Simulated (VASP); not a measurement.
# ZnS (F-43m) in VASP: a series of runs, part 2 of 2

VASP 6.6.1. Earlier steps stand in the parts before.

**3. Single point, PBE (volume scaled by 0.96)**

The input, INCAR:

```
ALGO = Normal
EDIFF = 1E-6
ENCUT = 520
GGA = PE
ISIF = 2
ISMEAR = -1
LASPH = True
LCHARG = False
LREAL = False
LWAVE = False
NBANDS = 16
NELM = 100
PREC = Accurate
SIGMA = 0.01
```

The input, KPOINTS:

```
k-points
0
Gamma
  8 8 8
```

The input, POSCAR:

```
ZnS
1.0
    0.0000000000      2.6680961947      2.6680961947
    2.6680961947      0.0000000000      2.6680961947
    2.6680961947      2.6680961947      0.0000000000
Zn S
1 1
Direct
    0.0000000000      0.0000000000      0.0000000000
    0.7500000000      0.7500000000      0.7500000000
```

Potentials or basis: VASP PAW PBE potentials, release 64 (Zn, S).

On the command line:

```
> cat potpaw_PBE.64/Zn/POTCAR potpaw_PBE.64/S/POTCAR > POTCAR
> mpirun -np 1 vasp_std > vasp.out
```

OUTCAR:

```text
EDIFF = 1E-6
   ENCUT = 520
   GGA = PE
   ISIF = 2
   ISMEAR = -1
   LASPH = True
   LREAL = False
   NELM = 100
   PREC = Accurate

 ion  position               nearest neighbor table
   1  0.000  0.000  0.000-   2 2.31   2 2.31   2 2.31   2 2.31
   2  0.750  0.750  0.750-   1 2.31   1 2.31   1 2.31   1 2.31

  LATTYP: Found a face centered cubic cell.
 ALAT       =     5.3361923894

  Lattice vectors:

 A1 = (   0.0000000000,   2.6680961947,   2.6680961947)
 A2 = (   2.6680961947,   0.0000000000,   2.6680961947)
 A3 = (   2.6680961947,   2.6680961947,   0.0000000000)

Analysis of symmetry for initial positions (statically):
=====================================================================
 Subroutine PRICEL returns:
 Original cell was already a primitive cell.

 Routine SETGRP: Setting up the symmetry group for a
 face centered cubic supercell.

 Subroutine GETGRP returns: Found 24 space group operations
 (whereof 24 operations were pure point group operations)
 out of a pool of 48 trial point group operations.

The static configuration has the point symmetry T_d .

Analysis of symmetry for dynamics (positions and initial velocities):
=====================================================================
 Subroutine PRICEL returns:
 Original cell was already a primitive cell.

 Routine SETGRP: Setting up the symmetry group for a
 face centered cubic supercell.

 Subroutine GETGRP returns: Found 24 space group operations
 (whereof 24 operations were pure point group operations)
 out of a pool of 48 trial point group operations.

The dynamic configuration has the point symmetry T_d .

 Subroutine INISYM returns: Found 24 space group operations
 (whereof 24 operations are pure point group operations),
 and found     1 'primitive' translations

----------------------------------------------------------------------------------------

                                     Primitive cell

  volume of cell :      37.9870

  direct lattice vectors                    reciprocal lattice vectors
     0.000000000  2.668096195  2.668096195    -0.187399540  0.187399540  0.187399540
     2.668096195  0.000000000  2.668096195     0.187399540 -0.187399540  0.187399540
     2.668096195  2.668096195  0.000000000     0.187399540  0.187399540 -0.187399540

  length of vectors
     3.773257824  3.773257824  3.773257824     0.324585525  0.324585525  0.324585525

  position of ions in fractional coordinates (direct lattice)
     0.000000000  0.000000000  0.000000000
     0.750000000  0.750000000  0.750000000

  ion indices of the primitive-cell ions
   primitive index   ion index
                 1           1
                 2           2

----------------------------------------------------------------------------------------

 KPOINTS: k-points

Automatic generation of k-mesh.
 Grid dimensions read from file:
 generate k-points for:    8    8    8

 Generating k-lattice:

  Cartesian coordinates                     Fractional coordinates (reciprocal lattice)
    -0.023424943  0.023424943  0.023424943     0.125000000  0.000000000  0.000000000
     0.023424943 -0.023424943  0.023424943     0.000000000  0.125000000  0.000000000
     0.023424943  0.023424943 -0.023424943     0.000000000  0.000000000  0.125000000

  Length of vectors
     0.040573191  0.040573191  0.040573191

  Shift w.r.t. Gamma in fractional coordinates (k-lattice)
     0.000000000  0.000000000  0.000000000

 Subroutine IBZKPT returns following result:
 ===========================================

 Found     29 irreducible k-points:

 Following reciprocal coordinates:
            Coordinates               Weight
  0.000000  0.000000  0.000000      1.000000
  0.125000  0.000000  0.000000      8.000000
  0.250000  0.000000  0.000000      8.000000
  0.375000  0.000000  0.000000      8.000000
  0.500000  0.000000  0.000000      4.000000
  0.125000  0.125000  0.000000      6.000000
[... 16 lines left out ...]
  0.500000  0.250000  0.125000     48.000000
 -0.375000  0.250000  0.125000     24.000000
 [... further k-points ...]
   k-points           NKPTS =     29   k-points in BZ     NKDIM =     29   number of bands    NBANDS=     16
   number of dos      NEDOS =    301   number of ions     NIONS =      2
   total plane-waves  NPLWV =  21952
   dimension x,y,z NGX =    28 NGY =   28 NGZ =   28
   dimension x,y,z NGXF=    56 NGYF=   56 NGZF=   56
   ions per type =               1   1
   NGX,Y,Z   is equivalent  to a cutoff of  12.34, 12.34, 12.34 a.u.
   NGXF,Y,Z  is equivalent  to a cutoff of  24.67, 24.67, 24.67 a.u.
 SYSTEM =  unknown system
   PREC   = accura    normal or accurate (medium, high low for compatibility)
   ISTART =      0    job   : 0-new  1-cont  2-samecut
   ICHARG =      2    charge: 1-file 2-atom 10-const
   ISPIN  =      1    spin polarized calculation?
   LNONCOLLINEAR =      F non collinear calculations
   LSORBIT =      F    spin-orbit coupling
   LASPH  =      T    aspherical Exc in radial PAW
   ENCUT  =  520.0 eV  38.22 Ry    6.18 a.u.   7.02  7.02  7.02*2*pi/ulx,y,z
   NELM   =    100;   NELMIN=  2; NELMDL= -5     # of ELM steps
   EDIFF  = 0.1E-05   stopping-criterion for ELM
   LREAL  =      F    real-space projection
   EDIFFG = 0.1E-04   stopping-criterion for IOM
   NSW    =      0    number of steps for IOM
   IBRION =     -1    ionic relax: 0-MD 1-quasi-New 2-CG
   NFREE  =      0    steps in history (QN), initial steepest desc. (CG)
   ISIF   =      2    stress and relaxation
   ISYM   =      2    0-nonsym 1-usesym 2-fastsym
   POTIM  = 0.5000    time-step for ionic-motion
   TEBEG  =    0.0;   TEEND  =   0.0 temperature during run
   PSTRESS=    0.0 pullay stress
   NELECT =      18.0000    total number of electrons
   NUPDOWN=      -1.0000    fix difference up-down
   EMIN   =  10.00;   EMAX   =-10.00  energy-range for DOS
   EFERMI =   0.00;   METHOD = LEGACY
   ISMEAR =    -1;   SIGMA  =   0.01  broadening in eV -4-tet -1-fermi 0-gaus
   EFERMI_NEDOS =   21; number of points for ismear=-14 and -15
   IALGO  =     38    algorithm
   IMIX   =      4    mixing-type and parameters
     AMIX     =   0.40;   BMIX     =  1.00
     AMIX_MAG =   1.60;   BMIX_MAG =  1.00
  volume/ion in A,a.u.               =      18.99       128.17
  Fermi-wavevector in a.u.,A,eV,Ry     =   1.276304  2.411865 22.163242  1.628952
  Thomas-Fermi vector in A             =   2.408968
   LORBIT       =      0    0 simple, 1 ext, 2 COOP (PROOUT), +10 PAW based schemes
   GGA     = PE    functional components
   LHFCALC =     F    Hartree Fock is set to
   AEXX    =    0.0000 exact exchange contribution
   IVDW    =     0    specifies the selected vdW correction
   LEPSILON=     F    determine dielectric tensor
   LRPA    =     F    only Hartree local field effects (RPA)
 non-spin polarized calculation
  energy-cutoff  :      520.00
  volume of cell :       37.99
 maximum number of plane-waves:      1036
   NGX = 13   NGY = 13   NGZ = 13

 number of electron      18.0000019 magnetization

 Free energy of the ion-electron system (eV)
  ---------------------------------------------------
  ext. energy  EPLUGINS =         0.00000000
  ---------------------------------------------------
  free energy    TOTEN  =        -6.81669902 eV

  energy without entropy =       -6.81669902  energy(sigma->0) =       -6.81669902

 E-fermi :   2.7380     XC(G=0):  -9.8097

 val. band max:        2.4686659000   @ k =   0.0000   0.0000   0.0000
 cond. band min:       4.7508226912   @ k =   0.0000   0.0000   0.0000
 fundamental gap:      2.2821567912
 Fermi energy:         2.7380289756

 k-point     1 :       0.0000    0.0000    0.0000
  band No.  band energies     occupation
      1     -10.9435      2.00000
      2      -4.0297      2.00000
      3      -4.0297      2.00000
      4      -4.0297      2.00000
      5      -3.4854      2.00000
      6      -3.4854      2.00000
[... 8 lines left out ...]
     15      14.2739      0.00000
     16      14.5527      0.00000

 k-point     2 :       0.1250    0.0000    0.0000
  band No.  band energies     occupation
      1     -10.8189      2.00000
      2      -4.0318      2.00000
      3      -4.0069      2.00000
      4      -4.0069      2.00000
      5      -3.4873      2.00000
      6      -3.4873      2.00000
[... 8 lines left out ...]
     15      13.6655      0.00000
     16      15.3276      0.00000
[... 387 lines left out ...]
      5      -3.4675      2.00000
      6      -3.4109      2.00000
[... 8 lines left out ...]
     15      16.4290      0.00000
     16      16.9428      0.00000

 k-point    24 :      -0.3750    0.2500    0.1250
  band No.  band energies     occupation
      1      -9.7804      2.00000
      2      -3.8973      2.00000
      3      -3.8315      2.00000
      4      -3.5530      2.00000
      5      -3.4727      2.00000
      6      -3.1969      2.00000
[... 8 lines left out ...]
     15      16.0742      0.00000
     16      16.9079      0.00000

 [... further k-points ...]
[... 5 lines left out ...]
  --------------------------------------------------------------------------------------
  -------------------------------------------------------------------------------------
  Total        1.1711402      1.1711402      1.1711402      0.0000000      0.0000000      0.0000000
  in kB       49.3952294     49.3952294     49.3952294      0.0000000      0.0000000      0.0000000
  external PRESSURE =      49.3952294 kB  Pullay stress =       0.0000000 kB

 VOLUME and BASIS-vectors are now :
 -----------------------------------------------------------------------------
  energy-cutoff  :      520.00
  volume of cell :       37.99
      direct lattice vectors                 reciprocal lattice vectors
     0.000000000  2.668096195  2.668096195    -0.187399540  0.187399540  0.187399540
     2.668096195  0.000000000  2.668096195     0.187399540 -0.187399540  0.187399540
     2.668096195  2.668096195  0.000000000     0.187399540  0.187399540 -0.187399540

 POSITION                                       TOTAL-FORCE (eV/Angst)
 -----------------------------------------------------------------------------------
      0.00000      0.00000      0.00000         0.000000      0.000000      0.000000
      4.00214      4.00214      4.00214        -0.000000     -0.000000     -0.000000
 -----------------------------------------------------------------------------------
    total drift:                               -0.000002     -0.000002     -0.000002

  FREE ENERGIE OF THE ION-ELECTRON SYSTEM (eV)
  ---------------------------------------------------
  free  energy   TOTEN  =        -6.8166990167 eV

  energy  without entropy=       -6.8166990167  energy(sigma->0) =       -6.81669902
```

OSZICAR:

```text
N       E                     dE             d eps       ncg     rms          rms(c)
DAV:   1     0.907215938674E+02    0.90722E+02   -0.91952E+03   928   0.137E+03
DAV:   2    -0.126956090153E+01   -0.91991E+02   -0.85774E+02  1072   0.263E+02
DAV:   3    -0.718408532668E+01   -0.59145E+01   -0.58892E+01  1112   0.643E+01
DAV:   4    -0.724592789360E+01   -0.61843E-01   -0.61830E-01  1184   0.706E+00
DAV:   5    -0.724665800867E+01   -0.73012E-03   -0.73011E-03  1136   0.718E-01    0.739E+00
DAV:   6    -0.683898446176E+01    0.40767E+00   -0.73860E-01  1360   0.306E+01    0.573E+00
DAV:   7    -0.681710246998E+01    0.21882E-01   -0.26229E-01  1096   0.473E+00    0.287E+00
DAV:   8    -0.681635801756E+01    0.74445E-03   -0.55171E-03  1200   0.102E+00    0.754E-01
DAV:   9    -0.681654331378E+01   -0.18530E-03   -0.13564E-03  1128   0.289E-01    0.927E-02
DAV:  10    -0.681669863463E+01   -0.15532E-03   -0.20565E-04  1088   0.104E-01    0.318E-02
DAV:  11    -0.681669838309E+01    0.25154E-06   -0.29886E-05  1152   0.411E-02    0.782E-03
DAV:  12    -0.681669901667E+01   -0.63358E-06   -0.36511E-06  1144   0.133E-02
   1 F= -.68166990E+01 E0= -.68166990E+01  d E =-.655761E-14
```

It took 8.7 s on 1 thread of AMD EPYC 9R45 (Zen 5), shared host; peak memory 0.13 GiB.

Results:

```
Free energy            : -6.8167 eV
Pressure               : 4.9 GPa
Band gap on the k mesh : 2.28 eV, direct
```
